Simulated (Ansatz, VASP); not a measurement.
# Two plane-wave programs on AlN

```
CELL_PARAMETERS angstrom
0.01094 2.19415 2.19415
2.19415 0.01094 2.19415
2.19415 2.19415 0.01094
ATOMIC_POSITIONS crystal
Al 0.00035 0.00035 0.00035
N 0.24965 0.24965 0.24965
```

Change from the starting cell: equal xy, yz and zx engineering shears of +0.5 %, PAW files.

Alike in both runs: functional PBEsol; k mesh 8 × 8 × 8; no spin polarisation.

Ansatz relaxed the structure, and its values are those at the end. VASP's run is a single point on that final structure, the one shown.

|  | VASP | Ansatz |
| --- | --- | --- |
| version | VASP 6.6.1 | Ansatz 0.2.0 |
| potentials or method | VASP PAW PBE potentials, release 64 (Al, N) | PAW with Ansatz's default frozen-core files, scalar-relativistic |
| plane-wave cutoff (eV) | 600 | 420 |
| occupations | gaussian, width 0.01 eV | fixed |
| valence electrons in the cell | 8 | 8 |

|  | VASP | Ansatz | Ansatz less VASP |
| --- | --- | --- | --- |
| gap on the k mesh at the Fermi level (eV) | 3.16 | 3.17 | +0.009 |
| pressure (GPa) | -0.1 | 0.0 | +0.17 |

VASP's potentials were made for PBE, not for PBEsol.
